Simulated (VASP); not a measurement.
Li2BrF: single point with PBEsol

Crystal: Li2BrF.

```
CELL_PARAMETERS angstrom
1.73538 1.00192 5.46846
-1.73538 1.00192 5.46846
0.00000 -2.00384 5.46846
ATOMIC_POSITIONS crystal
F 0.00000 0.00000 0.00000
Br 0.50000 0.50000 0.50000
Li 0.26702 0.26702 0.26702
Li 0.73298 0.73298 0.73298
```

```json
{
  "Program": "VASP 6.6.1",
  "Task": "single point",
  "Functional": "PBEsol",
  "Potentials or basis": "VASP PAW PBE potentials, release 64 (F, Br, Li_sv)",
  "Cutoff": "750 eV",
  "k mesh": "6 × 6 × 6",
  "Occupations": "gaussian, width 0.05 eV",
  "Spin": "no spin polarisation"
}
```

```
Pressure               : -0.9 GPa
Band gap on the k mesh : 3.31 eV
```

Stress tensor (GPa, compression positive):
```
-1.07  0.00  0.00
 0.00 -1.07  0.00
 0.00  0.00 -0.56
```

Levels at points of the mesh, in eV from the valence-band top:
```csv
k point,band 8,band 9,band 10,band 11,band 12,band 13
"(0.00, 0.00, 0.00)",-1.93,0.00,0.00,3.31,6.38,9.25
"(0.50, 0.00, 0.00)",-3.68,-2.36,-1.03,6.59,6.71,7.32
"(0.50, 0.50, 0.00)",-3.08,-1.73,-0.94,5.01,6.51,7.70
"(0.50, 0.50, 0.50)",-3.21,-0.02,-0.02,4.77,6.52,8.68
```

Wall time 3 min on 1 thread of Intel Xeon 8259CL (shared host), peak memory 0.4 GiB.

Caveat: the PAW data sets were made with another functional, which shifts forces and pressure a little. A k mesh can miss the band edges.
